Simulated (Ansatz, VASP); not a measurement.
**BaCa3O4: VASP beside Ansatz**

```
Ba Ca O
1.0
     5.17547    0.00000    0.00000
     0.00000    5.17547    0.00000
     0.00000    0.00000    5.17547
Ba Ca O
1 3 4
Direct
  0.50000 0.50000 0.50000
  0.50000 0.00000 0.00000
  0.00000 0.50000 0.00000
  0.00000 0.00000 0.50000
  0.00000 0.50000 0.50000
  0.50000 0.00000 0.50000
  0.50000 0.50000 0.00000
  0.00000 0.00000 0.00000
```

Alike in both runs: task single point; functional PBE; k mesh 5 × 5 × 5; occupations fermi-dirac, width 0.05 eV; no spin polarisation.

|  | VASP | Ansatz |
| --- | --- | --- |
| version | VASP 6.6.1 | Ansatz 0.2.0 |
| potentials or method | VASP PAW PBE potentials, release 64 (Ba_sv, Ca_sv, O) | Ansatz PAW |
| plane-wave cutoff (eV) | 520 | 420 |
| valence electrons in the cell | 64 | 64 |

```tsv
	VASP	Ansatz	Ansatz less VASP
gap on the k mesh at the Fermi level (eV)	2.47	2.53	+0.067
least direct gap on the mesh (eV)	2.47	2.53	+0.067
pressure (GPa)	-3.3	-4.4	-1.10
```

Spin-orbit coupling is off throughout. Noted on Ansatz's run: odd divisions of the mesh miss points on the zone boundary, where band edges often lie, so the gap on the mesh can be too wide.
